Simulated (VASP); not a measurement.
# Y (P6_3/mmc) in VASP: a series of runs

Y is run at these levels: PBEsol; tasks: single point, relaxation of cell and atoms.

All numbers are computed with VASP 6.6.1; they aren't measurements. Logs are shortened: lines on timing, memory, paths and dates and some standing lists are left out, and cuts for length are marked.

**1. The cell of the first run**

The structure is hexagonal, space group P6_3/mmc (No. 194). The conventional cell has a = 3.651 Å, b = 3.651 Å, c = 5.747 Å, α = 90.00°, β = 90.00°, γ = 120.00°. Y (site symmetry -6m2) has 12 Y at 3.56 to 3.65 Å within 4.7 Å.

**2. Single point, PBEsol**

Contents of INCAR:

```
  PREC = Accurate
  ENCUT = 520
  EDIFF = 1E-6
  ISMEAR = 0
  SIGMA = 0.1
  LREAL = False
  LASPH = True
  NELM = 100
  ALGO = Normal
  ISIF = 2
  LWAVE = False
  LCHARG = False
  GGA = PS
  NBANDS = 18
```

Contents of KPOINTS:

```
regular mesh
0
Gamma
  6 6 4
```

Contents of POSCAR:

```
Y
1.0
    3.6514992371      0.0000000000      0.0000000000
   -1.8257496185      3.1622911012      0.0000000000
    0.0000000000      0.0000000000      5.7474000000
Y
2
Direct
    0.3333333333      0.6666666667      0.2500000000
    0.6666666667      0.3333333333      0.7500000000
```

Potentials or basis: VASP PAW PBE potentials, release 64 (Y_sv).

Command:

```console
cat potpaw_PBE.64/Y_sv/POTCAR > POTCAR
mpirun -np 1 vasp_std > vasp.out
```

OUTCAR:

```text
PREC = Accurate
   ENCUT = 520
   EDIFF = 1E-6
   ISMEAR = 0
   LREAL = False
   LASPH = True
   NELM = 100
   ISIF = 2
   GGA = PS

 ion  position               nearest neighbor table
   1  0.333  0.667  0.250-   2 3.56   2 3.56   2 3.56   2 3.56   2 3.56   2 3.56
   2  0.667  0.333  0.750-   1 3.56   1 3.56   1 3.56   1 3.56   1 3.56   1 3.56

  LATTYP: Found a hexagonal cell.
 ALAT       =     3.6514992371
 C/A-ratio  =     1.5739836234

  Lattice vectors:

 A1 = (   3.6514992371,   0.0000000000,   0.0000000000)
 A2 = (  -1.8257496185,   3.1622911012,   0.0000000000)
 A3 = (   0.0000000000,   0.0000000000,   5.7474000000)

Analysis of symmetry for initial positions (statically):
=====================================================================
 Subroutine PRICEL returns:
 Original cell was already a primitive cell.

 Routine SETGRP: Setting up the symmetry group for a
 hexagonal supercell.

 Subroutine GETGRP returns: Found 24 space group operations
 (whereof 12 operations were pure point group operations)
 out of a pool of 24 trial point group operations.

The static configuration has the point symmetry D_3d.
 The point group associated with its full space group is D_6h.

Analysis of symmetry for dynamics (positions and initial velocities):
=====================================================================
 Subroutine PRICEL returns:
 Original cell was already a primitive cell.

 Routine SETGRP: Setting up the symmetry group for a
 hexagonal supercell.

 Subroutine GETGRP returns: Found 24 space group operations
 (whereof 12 operations were pure point group operations)
 out of a pool of 24 trial point group operations.

The dynamic configuration has the point symmetry D_3d.
 The point group associated with its full space group is D_6h.

 Subroutine INISYM returns: Found 24 space group operations
 (whereof 12 operations are pure point group operations),
 and found     1 'primitive' translations

----------------------------------------------------------------------------------------

                                     Primitive cell

  volume of cell :      66.3658

  direct lattice vectors                    reciprocal lattice vectors
     3.651499237  0.000000000  0.000000000     0.273860115  0.158113211  0.000000000
    -1.825749618  3.162291101  0.000000000     0.000000000  0.316226422  0.000000000
     0.000000000  0.000000000  5.747400000     0.000000000  0.000000000  0.173991718

  length of vectors
     3.651499237  3.651499237  5.747400000     0.316226422  0.316226422  0.173991718

  position of ions in fractional coordinates (direct lattice)
     0.333333333  0.666666667  0.250000000
     0.666666667  0.333333333  0.750000000

  ion indices of the primitive-cell ions
   primitive index   ion index
                 1           1
                 2           2

----------------------------------------------------------------------------------------

 KPOINTS: regular mesh

Automatic generation of k-mesh.
 Grid dimensions read from file:
 generate k-points for:    6    6    4

 Generating k-lattice:

  Cartesian coordinates                     Fractional coordinates (reciprocal lattice)
     0.045643352  0.026352202  0.000000000     0.166666667  0.000000000  0.000000000
     0.000000000  0.052704404  0.000000000     0.000000000  0.166666667  0.000000000
     0.000000000  0.000000000  0.043497929     0.000000000  0.000000000  0.250000000

  Length of vectors
     0.052704404  0.052704404  0.043497929

  Shift w.r.t. Gamma in fractional coordinates (k-lattice)
     0.000000000  0.000000000  0.000000000

 Subroutine IBZKPT returns following result:
 ===========================================

 Found     21 irreducible k-points:

 Following reciprocal coordinates:
            Coordinates               Weight
  0.000000  0.000000  0.000000      1.000000
  0.166667 -0.000000  0.000000      6.000000
  0.333333 -0.000000  0.000000      6.000000
  0.500000 -0.000000  0.000000      3.000000
  0.166667  0.166667  0.000000      6.000000
  0.333333  0.166667  0.000000     12.000000
[... 13 lines left out ...]
  0.333333  0.166667  0.500000     12.000000
  0.333333  0.333333  0.500000      2.000000
   k-points           NKPTS =     21   k-points in BZ     NKDIM =     21   number of bands    NBANDS=     18
   number of dos      NEDOS =    301   number of ions     NIONS =      2
   total plane-waves  NPLWV =  37632
   dimension x,y,z NGX =    28 NGY =   28 NGZ =   48
   dimension x,y,z NGXF=    56 NGYF=   56 NGZF=   96
   ions per type =               2
   NGX,Y,Z   is equivalent  to a cutoff of  12.75, 12.75, 13.88 a.u.
   NGXF,Y,Z  is equivalent  to a cutoff of  25.50, 25.50, 27.77 a.u.
 SYSTEM =  unknown system
   PREC   = accura    normal or accurate (medium, high low for compatibility)
   ISTART =      0    job   : 0-new  1-cont  2-samecut
   ICHARG =      2    charge: 1-file 2-atom 10-const
   ISPIN  =      1    spin polarized calculation?
   LNONCOLLINEAR =      F non collinear calculations
   LSORBIT =      F    spin-orbit coupling
   LASPH  =      T    aspherical Exc in radial PAW
   ENCUT  =  520.0 eV  38.22 Ry    6.18 a.u.   6.79  6.79 10.69*2*pi/ulx,y,z
   NELM   =    100;   NELMIN=  2; NELMDL= -5     # of ELM steps
   EDIFF  = 0.1E-05   stopping-criterion for ELM
   LREAL  =      F    real-space projection
   EDIFFG = 0.1E-04   stopping-criterion for IOM
   NSW    =      0    number of steps for IOM
   IBRION =     -1    ionic relax: 0-MD 1-quasi-New 2-CG
   NFREE  =      0    steps in history (QN), initial steepest desc. (CG)
   ISIF   =      2    stress and relaxation
   ISYM   =      2    0-nonsym 1-usesym 2-fastsym
   POTIM  = 0.5000    time-step for ionic-motion
   TEBEG  =    0.0;   TEEND  =   0.0 temperature during run
   PSTRESS=    0.0 pullay stress
   NELECT =      22.0000    total number of electrons
   NUPDOWN=      -1.0000    fix difference up-down
   EMIN   =  10.00;   EMAX   =-10.00  energy-range for DOS
   EFERMI =   0.00;   METHOD = LEGACY
   ISMEAR =     0;   SIGMA  =   0.10  broadening in eV -4-tet -1-fermi 0-gaus
   EFERMI_NEDOS =   21; number of points for ismear=-14 and -15
   IALGO  =     38    algorithm
   IMIX   =      4    mixing-type and parameters
     AMIX     =   0.40;   BMIX     =  1.00
     AMIX_MAG =   1.60;   BMIX_MAG =  1.00
  volume/ion in A,a.u.               =      33.18       223.93
  Fermi-wavevector in a.u.,A,eV,Ry     =   1.133011  2.141081 17.465997  1.283715
  Thomas-Fermi vector in A             =   2.269713
   LORBIT       =      0    0 simple, 1 ext, 2 COOP (PROOUT), +10 PAW based schemes
   GGA     = PS    functional components
   LHFCALC =     F    Hartree Fock is set to
   AEXX    =    0.0000 exact exchange contribution
   IVDW    =     0    specifies the selected vdW correction
   LEPSILON=     F    determine dielectric tensor
   LRPA    =     F    only Hartree local field effects (RPA)
 non-spin polarized calculation
 Gauss-broadening in eV      SIGMA  =   0.10
  energy-cutoff  :      520.00
  volume of cell :       66.37
 maximum number of plane-waves:      1818
 NGX is ok and might be reduce to    28
   NGX = 13   NGY = 13   NGZ = 21

 number of electron      22.0000001 magnetization

 Free energy of the ion-electron system (eV)
  ---------------------------------------------------
  ext. energy  EPLUGINS =         0.00000000
  ---------------------------------------------------
  free energy    TOTEN  =       -13.63050348 eV

  energy without entropy =      -13.61014156  energy(sigma->0) =      -13.62032252

 E-fermi :   2.8862     XC(G=0):  -9.4947

 val. band max:        2.8459809727   @ k =   0.3333   0.1667   0.2500
 cond. band min:       2.8967161032   @ k =   0.5000  -0.0000   0.5000
 fundamental gap:      0.0507351305
 Fermi energy:         2.8862019561

 k-point     1 :       0.0000    0.0000    0.0000
  band No.  band energies     occupation
      1     -39.7945      2.00000
      2     -39.7246      2.00000
      3     -20.0729      2.00000
      4     -19.6173      2.00000
      5     -19.6173      2.00000
      6     -19.5314      2.00000
[... 10 lines left out ...]
     17       5.6054      0.00000
     18       5.6054      0.00000

 k-point     2 :       0.1667   -0.0000    0.0000
  band No.  band energies     occupation
      1     -39.7818      2.00000
      2     -39.7202      2.00000
      3     -20.0265      2.00000
      4     -19.7093      2.00000
      5     -19.6478      2.00000
      6     -19.6264      2.00000
[... 10 lines left out ...]
     17       5.4851      0.00000
     18       5.6581      0.00000

 k-point     3 :       0.3333   -0.0000    0.0000
  band No.  band energies     occupation
      1     -39.7540      2.00000
      2     -39.7138      2.00000
      3     -19.9131      2.00000
      4     -19.8944      2.00000
      5     -19.8042      2.00000
      6     -19.7045      2.00000
[... 10 lines left out ...]
     17       6.6373      0.00000
     18       6.9595      0.00000

 k-point     4 :       0.5000   -0.0000    0.0000
  band No.  band energies     occupation
      1     -39.7368      2.00000
      2     -39.7139      2.00000
      3     -19.9869      2.00000
      4     -19.8882      2.00000
      5     -19.8284      2.00000
      6     -19.7315      2.00000
[... 312 lines left out ...]
      4     -19.9020      2.00000
      5     -19.6724      2.00000
      6     -19.6724      2.00000
[... 10 lines left out ...]
     17       7.0267      0.00000
     18       7.0267      0.00000

 k-point    20 :       0.3333    0.1667    0.5000
  band No.  band energies     occupation
      1     -39.7253      2.00000
      2     -39.7253      2.00000
      3     -19.9864      2.00000
      4     -19.9864      2.00000
      5     -19.7372      2.00000
      6     -19.7372      2.00000
[... 10 lines left out ...]
     17       7.6087      0.00000
     18       7.6087      0.00000

 k-point    21 :       0.3333    0.3333    0.5000
  band No.  band energies     occupation
      1     -39.7210      2.00000
      2     -39.7210      2.00000
      3     -19.9584      2.00000
      4     -19.9584      2.00000
      5     -19.8269      2.00000
      6     -19.8269      2.00000
[... 10 lines left out ...]
     17       7.3143      0.00000
     18       7.3143      0.00000

------------------------ aborting loop because EDIFF is reached ----------------------------------------

  FORCE on cell =-STRESS in cart. coord.  units (eV):
  Direction    XX          YY          ZZ          XY          YZ          ZX
  --------------------------------------------------------------------------------------
  -------------------------------------------------------------------------------------
  Total       -0.7735748     -0.7735748     -1.2665446     -0.0000000      0.0000000      0.0000000
  in kB      -18.6753356    -18.6753356    -30.5764161     -0.0000000      0.0000000      0.0000000
  external PRESSURE =     -22.6423624 kB  Pullay stress =       0.0000000 kB

 VOLUME and BASIS-vectors are now :
 -----------------------------------------------------------------------------
  energy-cutoff  :      520.00
  volume of cell :       66.37
      direct lattice vectors                 reciprocal lattice vectors
     3.651499237  0.000000000  0.000000000     0.273860115  0.158113211  0.000000000
    -1.825749618  3.162291101  0.000000000     0.000000000  0.316226422  0.000000000
     0.000000000  0.000000000  5.747400000     0.000000000  0.000000000  0.173991718

 POSITION                                       TOTAL-FORCE (eV/Angst)
 -----------------------------------------------------------------------------------
     -0.00000      2.10819      1.43685         0.000000      0.000000      0.000000
      1.82575      1.05410      4.31055        -0.000000     -0.000000      0.000000
 -----------------------------------------------------------------------------------
    total drift:                                0.000000     -0.000000      0.000000

  FREE ENERGIE OF THE ION-ELECTRON SYSTEM (eV)
  ---------------------------------------------------
  free  energy   TOTEN  =       -13.6305034756 eV

  energy  without entropy=      -13.6101415551  energy(sigma->0) =      -13.62032252
```

Wall time 28 s (1 thread of Intel Xeon Platinum 8259CL at 2.50GHz (Skylake/Cascade Lake), shared host); peak memory 0.2 GiB.

What came out:

| Property | Result |
| --- | --- |
| Free energy | -13.6305 eV |
| Pressure | -2.3 GPa |
| Band gap on the k mesh | zero (bands 11 and 12 overlap by 1.37 eV) |

Caveat: the PAW data sets were made with another functional, which shifts forces and pressure a little.

[end of part 1 of 2]

The gap in the log of VASP goes by the Fermi energy; the results here count the filled bands.